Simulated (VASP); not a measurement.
MnS:

```xyz
2
Lattice="0.0000 2.6100 2.6100 2.6100 0.0000 2.6100 2.6100 2.6100 0.0000" Properties=species:S:1:pos:R:3 pbc="T T T"
Mn    0.0000    0.0000    0.0000
S     2.6100    2.6100    2.6100
```

Base run:

```yaml
Program: VASP 6.6.1
Functional: r2SCAN
Potentials_or_basis: VASP PAW PBE potentials, release 64 (Mn_pv, S)
Cutoff: 520 eV
k_mesh: 12 × 12 × 12
Occupations: gaussian, width 0.05 eV
Spin: no spin polarisation
```

Its results: pressure -21.8 GPa.

Question: The run is repeated on the same cell with these changes: spin from no spin polarisation to collinear spin, ferromagnetic start; further incar settings from ALGO = Normal; EDIFF = 1e-06; NBANDS = 16 to ALGO = Normal; EDIFF = 1e-06; NBANDS = 20. What comes out?

Answer: Pressure 0.1 GPa; net moment 4.99 μB per cell; site moments Mn +4.50; S +0.14 μB.

Caveats: the PAW data sets were made with another functional, which shifts forces and pressure a little; a cell with one magnetic atom can't hold antiferromagnetic order, which such compounds often take (some runs).
